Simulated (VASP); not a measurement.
Here is a VASP 6.6.1 calculation.

File INCAR:

```
SYSTEM = Be2SO3
ALGO = Normal
EDIFF = 1E-6
EDIFFG = -0.04
ENCUT = 600
GGA = PE
IBRION = 2
ISIF = 3
ISMEAR = 0
ISPIN = 2
LASPH = .TRUE.
LCHARG = .FALSE.
LORBIT = 11
LREAL = .FALSE.
LWAVE = .FALSE.
MAGMOM = 0 0 0 1 1 1
NELM = 150
NSW = 90
PREC = Accurate
SIGMA = 0.1
```

KPOINTS

```
k-points
0
G
  6 6 4
  0 0 0
```

The input POSCAR:

```
Be2SO3
1.0
    4.2007696300      0.0000000000      0.0000000000
   -2.1003848200      3.6379732200      0.0000000000
    0.0000000000      0.0000000000      4.2664254600
Be S O
2 1 3
Direct
    0.3333333300      0.6666666700      0.5000000000
    0.6666666700      0.3333333300      0.5000000000
    0.0000000000      0.0000000000      0.0000000000
    0.5000000000      0.0000000000      0.0000000000
    0.0000000000      0.5000000000      0.0000000000
    0.5000000000      0.5000000000      0.0000000000
```

Potentials or basis: VASP PAW PBE potentials, release 64 (Be, S, O).

Run with:

```console
$ cat potpaw_PBE.64/Be/POTCAR potpaw_PBE.64/S/POTCAR potpaw_PBE.64/O/POTCAR > POTCAR
$ mpirun -np 1 vasp_std > vasp.out
```

Question: What does it give for the relaxed cell?

Answer: a = 4.783 Å, b = 4.783 Å, c = 2.481 Å, α = 90.00°, β = 90.00°, γ = 120.00°.

Question: Estimate the space group after relaxing (to 0.1 Å).

Answer: P6/mmm (No. 191).

Question: Estimate the relaxed volume.

Answer: 8.19 Å³/atom.

Question: What does it give for the band gap on the k mesh?

Answer: Zero (filled and empty bands overlap).

Stress tensor (GPa, compression positive):
```
 0.69  0.00  0.00
 0.00  0.69  0.00
 0.00  0.00 -0.03
```

Caveat: the k points lie up to 0.63 Å⁻¹ apart in the final cell, too coarse for converged energies and pressures of a metal; the volume moved by over 15 % at a fixed basis, so the end points are rough.
